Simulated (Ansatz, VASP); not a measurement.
# One calculation of LiGaI2, two programs

```
Li Ga I
1.0
     2.22456    1.28435    7.49567
    -2.22456    1.28435    7.49567
     0.00000   -2.56870    7.49567
Li Ga I
1 1 2
Direct
  0.50000 0.50000 0.50000
  0.00000 0.00000 0.00000
  0.75928 0.75928 0.75928
  0.24072 0.24072 0.24072
```

Change from the starting cell: species swapped into the CsTbS2 type (R-3m, No. 166).

Alike in both runs: functional PBE; k mesh 6 × 6 × 6; occupations gaussian, width 0.02 eV; no spin polarisation.

Ansatz relaxed the structure, and its values are those at the end. VASP's run is a single point on that final structure, the one shown.

|  | VASP | Ansatz |
| --- | --- | --- |
| version | VASP 6.6.1 | Ansatz 0.2.0 |
| potentials or method | VASP PAW PBE potentials, release 64 (Li_sv, Ga_d, I), cutoff 520 eV | scalar-relativistic, plane waves, PAW |
| valence electrons in the cell | 30 | 50 |

|  | VASP | Ansatz | Ansatz less VASP |
| --- | --- | --- | --- |
| gap on the k mesh at the Fermi level (eV) | 2.06 | 2.07 | +0.004 |
| least direct gap on the mesh (eV) | 2.35 | 2.35 | +0.001 |

VASP's potentials hold 30 valence electrons a cell and Ansatz's 50, so a difference there can come from the potentials and not from the codes.

Spin-orbit coupling is off throughout. Noted on VASP's run: the cutoff is short for stress, so the pressure is rough.
